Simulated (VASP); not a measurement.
## P: single point with PBE

Crystal: P.

```xyz
4
Lattice="4.8665 0.0000 0.0000 0.0000 4.8665 0.0000 0.0000 0.0000 2.4718" Properties=species:S:1:pos:R:3 pbc="T T T"
P     1.2166    1.2166    0.0000
P     1.2166    3.6499    0.0000
P     3.6499    1.2166    0.0000
P     3.6499    3.6499    0.0000
```

| Quantity | Value |
| --- | --- |
| Program | VASP 6.6.1 |
| Task | single point |
| Functional | PBE |
| Potentials or basis | VASP PAW PBE potentials, release 64 (P) |
| Cutoff | 520 eV |
| k mesh | 10 × 10 × 18 |
| Occupations | gaussian, width 0.1 eV |
| Spin | no spin polarisation |
| Dipole correction | no |
| Further INCAR settings | ALGO = Normal; EDIFF = 1e-06; NBANDS = 18 |

```yaml
Pressure: -0.3 GPa
Band_gap_on_the_k_mesh: zero (band 10 reaches 14.13 eV, above the bottom of band 11 at 6.74 eV)
```

Levels at points of the mesh, in eV from the Fermi level:
```tsv
k point	band 7	band 8	band 9	band 10	band 11	band 12	band 13	band 14
(0.00, 0.00, 0.00)	-5.25	-5.25	0.99	4.51	5.15	5.15	6.66	6.85
(0.50, 0.00, 0.00)	-3.03	-3.03	0.58	0.58	5.60	5.60	6.08	6.08
(0.50, 0.50, 0.00)	-2.44	-2.44	-0.97	-0.97	-0.97	-0.97	6.67	6.67
(0.00, 0.00, 0.50)	-5.17	-5.17	-2.34	-2.34	-2.01	-1.77	0.97	0.97
(0.50, 0.00, 0.50)	-4.30	-4.30	-3.99	-3.99	0.32	0.32	2.32	2.32
(0.50, 0.50, 0.50)	-6.13	-6.13	0.38	0.38	0.38	0.38	3.33	3.33
```

It took 80 s on 1 thread of Intel(R) Xeon(R) Platinum 8375C CPU @ 2.90GHz (Ice Lake), with other jobs on the host, peak memory 0.27 GiB.
